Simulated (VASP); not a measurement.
# Ga2BAs3 (I-4m2) in VASP: notebook

The runs below take Ga2BAs3 through single point, relaxation of cell and atoms, with PBE.

All numbers are computed with VASP 6.6.1; they aren't measurements. Logs are shortened: lines on timing, memory, paths and dates and some standing lists are left out, and cuts for length are marked.

**1. The cell of the first run**

Symmetry: I-4m2, No. 119, tetragonal system. The conventional cell has a = 3.800 Å, b = 3.800 Å, c = 16.123 Å, α = 90.00°, β = 90.00°, γ = 90.00°. Within 3.1 Å of Ga (site symmetry 2mm) lie 4 As at 2.33 Å. B (site symmetry -4m2) has 4 As at 2.33 Å within 3.1 Å. Within 3.1 Å of As (site symmetry 2mm) lie 2 B at 2.33 Å and 2 Ga at 2.33 Å. Within 3.1 Å of As (site symmetry -4m2) lie 4 Ga at 2.33 Å.

**2. Single point, PBE**

INCAR reads:

```
PREC = Accurate
ENCUT = 520
EDIFF = 1E-6
ISMEAR = 0
SIGMA = 0.1
LREAL = False
LASPH = True
NELM = 100
ALGO = Normal
ISIF = 2
LWAVE = False
LCHARG = False
GGA = PE
NBANDS = 31
```

KPOINTS reads:

```
Automatic mesh
0
Gamma
  6 6 6
```

POSCAR reads:

```
Ga2BAs3
1.0
   -1.9001415200      1.9001415200      8.0616177200
    1.9001415200     -1.9001415200      8.0616177200
    1.9001415200      1.9001415200     -8.0616177200
Ga B As
2 1 3
Direct
    0.6666666700      0.6666666700      0.0000000000
    0.3333333300      0.3333333300      0.0000000000
    0.0000000000      0.0000000000      0.0000000000
    0.4166666700      0.9166666700      0.5000000000
    0.0833333300      0.5833333300      0.5000000000
    0.7500000000      0.2500000000      0.5000000000
```

Potentials or basis: VASP PAW PBE potentials, release 64 (Ga_d, B, As).

Run with:

```bash
$ cat potpaw_PBE.64/Ga_d/POTCAR potpaw_PBE.64/B/POTCAR potpaw_PBE.64/As/POTCAR > POTCAR
$ mpirun -np 1 vasp_std > vasp.out
```

OUTCAR:

```text
PREC = Accurate
   ENCUT = 520
   EDIFF = 1E-6
   ISMEAR = 0
   LREAL = False
   LASPH = True
   NELM = 100
   ISIF = 2
   GGA = PE

 ion  position               nearest neighbor table
   1  0.667  0.667  0.000-   6 2.33   6 2.33   5 2.33   5 2.33
   2  0.333  0.333  0.000-   6 2.33   6 2.33   4 2.33   4 2.33
   3  0.000  0.000  0.000-   5 2.33   4 2.33   5 2.33   4 2.33
   4  0.417  0.917  0.500-   3 2.33   3 2.33   2 2.33   2 2.33
   5  0.083  0.583  0.500-   3 2.33   3 2.33   1 2.33   1 2.33
   6  0.750  0.250  0.500-   2 2.33   1 2.33   2 2.33   1 2.33

  LATTYP: Found a body centered tetragonal cell.
 ALAT       =     3.8002830400
 C/A-ratio  =     4.2426406850

  Lattice vectors:

 A1 = (  -1.9001415200,   1.9001415200,   8.0616177200)
 A2 = (   1.9001415200,  -1.9001415200,   8.0616177200)
 A3 = (   1.9001415200,   1.9001415200,  -8.0616177200)

Analysis of symmetry for initial positions (statically):
=====================================================================
 Subroutine PRICEL returns:
 Original cell was already a primitive cell.

 Routine SETGRP: Setting up the symmetry group for a
 body centered tetragonal supercell.

 Subroutine GETGRP returns: Found  8 space group operations
 (whereof  8 operations were pure point group operations)
 out of a pool of 16 trial point group operations.

The static configuration has the point symmetry D_2d.

Analysis of symmetry for dynamics (positions and initial velocities):
=====================================================================
 Subroutine PRICEL returns:
 Original cell was already a primitive cell.

 Routine SETGRP: Setting up the symmetry group for a
 body centered tetragonal supercell.

 Subroutine GETGRP returns: Found  8 space group operations
 (whereof  8 operations were pure point group operations)
 out of a pool of 16 trial point group operations.

The dynamic configuration has the point symmetry D_2d.

 Subroutine INISYM returns: Found  8 space group operations
 (whereof  8 operations are pure point group operations),
 and found     1 'primitive' translations

----------------------------------------------------------------------------------------

                                     Primitive cell

  volume of cell :     116.4271

  direct lattice vectors                    reciprocal lattice vectors
    -1.900141520  1.900141520  8.061617720     0.000000000  0.263138295  0.062022291
     1.900141520 -1.900141520  8.061617720     0.263138295  0.000000000  0.062022291
     1.900141520  1.900141520 -8.061617720     0.263138295  0.263138295  0.000000000

  length of vectors
     8.497691207  8.497691207  8.497691207     0.270348899  0.270348899  0.372133746

  position of ions in fractional coordinates (direct lattice)
     0.666666670  0.666666670  0.000000000
     0.333333330  0.333333330  0.000000000
     0.000000000  0.000000000  0.000000000
     0.416666670  0.916666670  0.500000000
     0.083333330  0.583333330  0.500000000
     0.750000000  0.250000000  0.500000000

  ion indices of the primitive-cell ions
   primitive index   ion index
                 1           1
                 2           2
                 3           3
                 4           4
                 5           5
                 6           6

----------------------------------------------------------------------------------------

 KPOINTS: Automatic mesh

Automatic generation of k-mesh.
 Grid dimensions read from file:
 generate k-points for:    6    6    6

 Generating k-lattice:

  Cartesian coordinates                     Fractional coordinates (reciprocal lattice)
     0.000000000  0.043856383  0.010337048     0.166666667  0.000000000 -0.000000000
     0.043856383  0.000000000  0.010337048     0.000000000  0.166666667 -0.000000000
     0.043856383  0.043856383  0.000000000     0.000000000  0.000000000  0.166666667

  Length of vectors
     0.045058150  0.045058150  0.062022291

  Shift w.r.t. Gamma in fractional coordinates (k-lattice)
     0.000000000  0.000000000  0.000000000

 Subroutine IBZKPT returns following result:
 ===========================================

 Found     30 irreducible k-points:

 Following reciprocal coordinates:
            Coordinates               Weight
  0.000000  0.000000  0.000000      1.000000
  0.166667 -0.000000  0.000000      8.000000
  0.333333  0.000000 -0.000000      8.000000
  0.500000 -0.000000  0.000000      4.000000
  0.166667  0.166667  0.000000      8.000000
  0.333333  0.166667  0.000000     16.000000
[... 16 lines left out ...]
 -0.333333 -0.333333  0.166667      8.000000
 -0.166667 -0.333333  0.166667      8.000000
 [... further k-points ...]
   k-points           NKPTS =     30   k-points in BZ     NKDIM =     30   number of bands    NBANDS=     31
   number of dos      NEDOS =    301   number of ions     NIONS =      6
   total plane-waves  NPLWV = 262144
   dimension x,y,z NGX =    64 NGY =   64 NGZ =   64
   dimension x,y,z NGXF=   128 NGYF=  128 NGZF=  128
   ions per type =               2   1   3
   NGX,Y,Z   is equivalent  to a cutoff of  12.52, 12.52, 12.52 a.u.
   NGXF,Y,Z  is equivalent  to a cutoff of  25.04, 25.04, 25.04 a.u.
 SYSTEM =  unknown system
   PREC   = accura    normal or accurate (medium, high low for compatibility)
   ISTART =      0    job   : 0-new  1-cont  2-samecut
   ICHARG =      2    charge: 1-file 2-atom 10-const
   ISPIN  =      1    spin polarized calculation?
   LNONCOLLINEAR =      F non collinear calculations
   LSORBIT =      F    spin-orbit coupling
   LASPH  =      T    aspherical Exc in radial PAW
   ENCUT  =  520.0 eV  38.22 Ry    6.18 a.u.  15.80 15.80 15.80*2*pi/ulx,y,z
   NELM   =    100;   NELMIN=  2; NELMDL= -5     # of ELM steps
   EDIFF  = 0.1E-05   stopping-criterion for ELM
   LREAL  =      F    real-space projection
   EDIFFG = 0.1E-04   stopping-criterion for IOM
   NSW    =      0    number of steps for IOM
   IBRION =     -1    ionic relax: 0-MD 1-quasi-New 2-CG
   NFREE  =      0    steps in history (QN), initial steepest desc. (CG)
   ISIF   =      2    stress and relaxation
   ISYM   =      2    0-nonsym 1-usesym 2-fastsym
   POTIM  = 0.5000    time-step for ionic-motion
   TEBEG  =    0.0;   TEEND  =   0.0 temperature during run
   PSTRESS=    0.0 pullay stress
   NELECT =      44.0000    total number of electrons
   NUPDOWN=      -1.0000    fix difference up-down
   EMIN   =  10.00;   EMAX   =-10.00  energy-range for DOS
   EFERMI =   0.00;   METHOD = LEGACY
   ISMEAR =     0;   SIGMA  =   0.10  broadening in eV -4-tet -1-fermi 0-gaus
   EFERMI_NEDOS =   21; number of points for ismear=-14 and -15
   IALGO  =     38    algorithm
   IMIX   =      4    mixing-type and parameters
     AMIX     =   0.40;   BMIX     =  1.00
     AMIX_MAG =   1.60;   BMIX_MAG =  1.00
  volume/ion in A,a.u.               =      19.40       130.95
  Fermi-wavevector in a.u.,A,eV,Ry     =   1.183607  2.236694 19.060764  1.400927
  Thomas-Fermi vector in A             =   2.319838
   LORBIT       =      0    0 simple, 1 ext, 2 COOP (PROOUT), +10 PAW based schemes
   GGA     = PE    functional components
   LHFCALC =     F    Hartree Fock is set to
   AEXX    =    0.0000 exact exchange contribution
   IVDW    =     0    specifies the selected vdW correction
   LEPSILON=     F    determine dielectric tensor
   LRPA    =     F    only Hartree local field effects (RPA)
 non-spin polarized calculation
 Gauss-broadening in eV      SIGMA  =   0.10
  energy-cutoff  :      520.00
  volume of cell :      116.43
 maximum number of plane-waves:      3146
   NGX = 31   NGY = 31   NGZ = 31

 number of electron      43.9999997 magnetization

 Free energy of the ion-electron system (eV)
  ---------------------------------------------------
  ext. energy  EPLUGINS =         0.00000000
  ---------------------------------------------------
  free energy    TOTEN  =       -26.03961331 eV

  energy without entropy =      -26.03961331  energy(sigma->0) =      -26.03961331

 E-fermi :   5.0624     XC(G=0):  -9.9001

 val. band max:        4.6394574362   @ k =   0.0000   0.0000   0.0000
 cond. band min:       5.5486751806   @ k =   0.0000   0.0000   0.0000
 fundamental gap:      0.9092177445
 Fermi energy:         5.0623572177

 k-point     1 :       0.0000    0.0000    0.0000
  band No.  band energies     occupation
      1     -10.6546      2.00000
      2     -10.5542      2.00000
      3     -10.4791      2.00000
      4     -10.4791      2.00000
      5     -10.4377      2.00000
      6     -10.4377      2.00000
[... 23 lines left out ...]
     30       8.0066      0.00000
     31      12.1072      0.00000

 k-point     2 :       0.1667   -0.0000    0.0000
  band No.  band energies     occupation
      1     -10.6496      2.00000
      2     -10.5493      2.00000
      3     -10.5024      2.00000
      4     -10.4764      2.00000
      5     -10.4504      2.00000
      6     -10.4405      2.00000
[... 23 lines left out ...]
     30       9.4242      0.00000
     31      10.7097      0.00000

 k-point     3 :       0.3333    0.0000   -0.0000
  band No.  band energies     occupation
      1     -10.6465      2.00000
      2     -10.5548      2.00000
      3     -10.5268      2.00000
      4     -10.4697      2.00000
      5     -10.4650      2.00000
      6     -10.4477      2.00000
[... 23 lines left out ...]
     30      10.1937      0.00000
     31      10.7793      0.00000

 k-point     4 :       0.5000   -0.0000    0.0000
  band No.  band energies     occupation
      1     -10.6489      2.00000
      2     -10.5663      2.00000
      3     -10.5280      2.00000
      4     -10.4679      2.00000
      5     -10.4641      2.00000
      6     -10.4537      2.00000
[... 635 lines left out ...]
     30      10.8526      0.00000
     31      11.3275      0.00000

 k-point    23 :      -0.3333   -0.3333    0.1667
  band No.  band energies     occupation
      1     -10.6463      2.00000
      2     -10.5486      2.00000
      3     -10.5169      2.00000
      4     -10.4718      2.00000
      5     -10.4510      2.00000
      6     -10.4467      2.00000
[... 23 lines left out ...]
     30       9.7847      0.00000
     31      10.4255      0.00000

 k-point    24 :      -0.1667   -0.3333    0.1667
  band No.  band energies     occupation
      1     -10.6485      2.00000
      2     -10.5527      2.00000
      3     -10.5017      2.00000
      4     -10.4766      2.00000
      5     -10.4502      2.00000
      6     -10.4404      2.00000
[... 23 lines left out ...]
     30       9.7720      0.00000
     31      10.4312      0.00000

 [... further k-points ...]

------------------------ aborting loop because EDIFF is reached ----------------------------------------

  FORCE on cell =-STRESS in cart. coord.  units (eV):
  Direction    XX          YY          ZZ          XY          YZ          ZX
  --------------------------------------------------------------------------------------
  -------------------------------------------------------------------------------------
  Total        4.6083599      4.6083599      4.0512112      0.0000000      0.0000000      0.0000000
  in kB       63.4165893     63.4165893     55.7495513      0.0000000      0.0000000      0.0000000
  external PRESSURE =      60.8609100 kB  Pullay stress =       0.0000000 kB

 VOLUME and BASIS-vectors are now :
 -----------------------------------------------------------------------------
  energy-cutoff  :      520.00
  volume of cell :      116.43
      direct lattice vectors                 reciprocal lattice vectors
    -1.900141520  1.900141520  8.061617720     0.000000000  0.263138295  0.062022291
     1.900141520 -1.900141520  8.061617720     0.263138295  0.000000000  0.062022291
     1.900141520  1.900141520 -8.061617720     0.263138295  0.263138295  0.000000000

 POSITION                                       TOTAL-FORCE (eV/Angst)
 -----------------------------------------------------------------------------------
      0.00000      0.00000     10.74882        -0.000000      0.000000     -0.237915
      0.00000      0.00000      5.37441        -0.000000      0.000000      0.237915
      0.00000      0.00000      0.00000        -0.000000      0.000000     -0.000000
      1.90014      0.00000      6.71801         0.000000     -0.000000      3.207869
      1.90014      0.00000      1.34360         0.000000     -0.000000     -3.207869
      0.00000      1.90014      4.03081        -0.000000      0.000000     -0.000000
 -----------------------------------------------------------------------------------
    total drift:                               -0.000001      0.000001      0.000000

  FREE ENERGIE OF THE ION-ELECTRON SYSTEM (eV)
  ---------------------------------------------------
  free  energy   TOTEN  =       -26.0396133132 eV

  energy  without entropy=      -26.0396133132  energy(sigma->0) =      -26.03961331
```

It took 5.2 min on 1 thread of Intel Xeon Platinum 8488C (Sapphire Rapids), shared host; peak memory 0.61 GiB.

What came out:

```
Free energy            : -26.0396 eV
Pressure               : 6.1 GPa
Largest force          : 3.208 eV/Å
Band gap on the k mesh : 0.91 eV
```

Forces on the atoms (eV/Å):
```
Ga   0.000  0.000 -0.238
Ga   0.000  0.000  0.238
B    0.000  0.000  0.000
As   0.000  0.000  3.208
As   0.000  0.000 -3.208
As   0.000  0.000  0.000
```

Stress tensor (GPa, compression positive):
```
6.34 0.00 0.00
0.00 6.34 0.00
0.00 0.00 5.57
```

Levels at points of the mesh, in eV from the valence-band top:
```csv
k point,band 19,band 20,band 21,band 22,band 23,band 24,band 25,band 26
"(0.00, 0.00, 0.00)",-2.60,-0.10,0.00,0.00,0.91,1.42,1.78,2.59
"(0.50, 0.00, 0.00)",-1.61,-1.47,-1.41,-1.27,1.11,2.48,2.94,3.99
"(0.50, 0.50, 0.00)",-3.82,-3.74,-3.15,-3.15,1.25,1.42,3.29,3.29
"(0.50, 0.50, 0.50)",-1.41,-1.41,-1.11,-1.11,1.29,1.45,2.04,2.28
```

Caveat: the cell stands under pressure; forces of over 1 eV/Å act on the atoms, so gaps and moduli don't describe the material at rest.

(Continued in part 2 of 2.)
